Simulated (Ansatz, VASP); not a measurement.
This is a calculation of Pd for VASP 6.6.1.

File POSCAR:

```
Pd
1.0
    0.0000000000      1.9201927211      1.9201927211
    1.9201927211      0.0000000000      1.9201927211
    1.9201927211      1.9201927211      0.0000000000
Pd
1
Direct
    0.0000000000      0.0000000000      0.0000000000
```

INCAR.step1

```
PREC = Accurate ; ENCUT = 520
EDIFF = 1E-5 ; ISMEAR = -1
SIGMA = 0.05 ; LREAL = False
LASPH = True ; NELM = 60
ALGO = Normal ; ISIF = 2
LWAVE = True ; LCHARG = False
NBANDS = 11 ; GGA = PE
```

File INCAR.step2:

```
PREC = Accurate ; ENCUT = 520
EDIFF = 1E-6 ; ISMEAR = -1
SIGMA = 0.05 ; LREAL = False
LASPH = True ; NELM = 60
ALGO = Normal ; ISIF = 2
LWAVE = False ; LCHARG = False
GGA = PS ; LHFCALC = True
AEXX = 0.25 ; HFSCREEN = 0.207
PRECFOCK = Normal ; NBANDS = 11
ISTART = 1
```

KPOINTS

```
Automatic mesh
0
Gamma
  6 6 6
```

Potentials or basis: VASP PAW PBE potentials, release 64 (Pd).

Command:

```sh
$ cat potpaw_PBE.64/Pd/POTCAR > POTCAR
$ cp INCAR.step1 INCAR
$ mpirun -np 1 vasp_std > vasp.out
$ cp INCAR.step2 INCAR
$ mpirun -np 1 vasp_std > vasp.out
```

Problem. Translate it to Ansatz 0.2.0. Potentials there: Ansatz PAW.

Solution. As run (the cutoff follows the program's own potentials):

Contents of input.yaml:

```yaml
crystal:
  lattice:
    - [0.0, 1.9201927211, 1.9201927211]
    - [1.9201927211, 0.0, 1.9201927211]
    - [1.9201927211, 1.9201927211, 0.0]
  atoms:
    - { symbol: Pd, position: [0.0, 0.0, 0.0] }
hamiltonian:
  xc:
    exchange: hjs_pbesol
    correlation: pbesol
    exx: { coeff: 0.25, omega: 0.207 }
  pseudopotentials: { kind: paw }
kpoints:
  mp_grid: { grid: [6, 6, 6] }
scf:
  occupations: { method: fermi_dirac, width: 0.05 }
output:
  forces: true
  stress: true
  eigenvalues: true
```

Potentials or basis: Ansatz PAW.

Run with:

```sh
$ ansatz run input.yaml --threads 2 --pin off --max-ram 5632MiB --backend cpu --events-out ev --progress --plain --runs-dir out
```

Both were run:

|  | VASP | Ansatz | Ansatz less VASP |
| --- | --- | --- | --- |
| gap on the k mesh at the Fermi level (eV) | none | none | - |
| pressure (GPa) | 2.7 | 2.2 | -0.53 |

VASP's potentials were made for PBE, not for PBEsol-based screened hybrid. A gap of «none» marks a metal or a gap that the smearing closes. VASP's potentials hold 10 valence electrons a cell and Ansatz's 18, so a difference there can come from the potentials and not from the codes.

The k mesh is coarse, so the values compare programs but aren't converged.
